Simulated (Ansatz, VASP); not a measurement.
## TaAs in VASP and in Ansatz

```xyz
2
Lattice="0.0000 2.8820 2.8820 2.8820 0.0000 2.8820 2.8820 2.8820 0.0000" Properties=species:S:1:pos:R:3 pbc="T T T"
Ta    0.0000    0.0000    0.0000
As    1.4410    1.4410    1.4410
```

Alike in both runs: functional r2SCAN; k mesh 16 × 16 × 16; occupations gaussian, width 0.1 eV; no spin polarisation.

Ansatz relaxed the structure, and its values are those at the end. VASP's run is a single point on that final structure, the one shown.

|  | VASP | Ansatz |
| --- | --- | --- |
| version | VASP 6.6.1 | Ansatz 0.2.0 |
| potentials or method | VASP PAW PBE potentials, release 64 (Ta_pv, As), cutoff 520 eV | scalar-relativistic, plane waves, PAW |
| valence electrons in the cell | 16 | 28 |

|  | VASP | Ansatz | Ansatz less VASP |
| --- | --- | --- | --- |
| gap on the k mesh at the Fermi level (eV) | none | none | - |
| pressure (GPa) | 0.2 | 0.0 | -0.21 |

VASP's potentials were made for PBE, not for r2SCAN. A gap of «none» marks a metal or a gap that the smearing closes. The functional is the same, so the differences come from potentials, cutoffs and numerics. VASP's potentials hold 16 valence electrons a cell and Ansatz's 28, so a difference there can come from the potentials and not from the codes.

Neither program's run includes spin-orbit coupling.
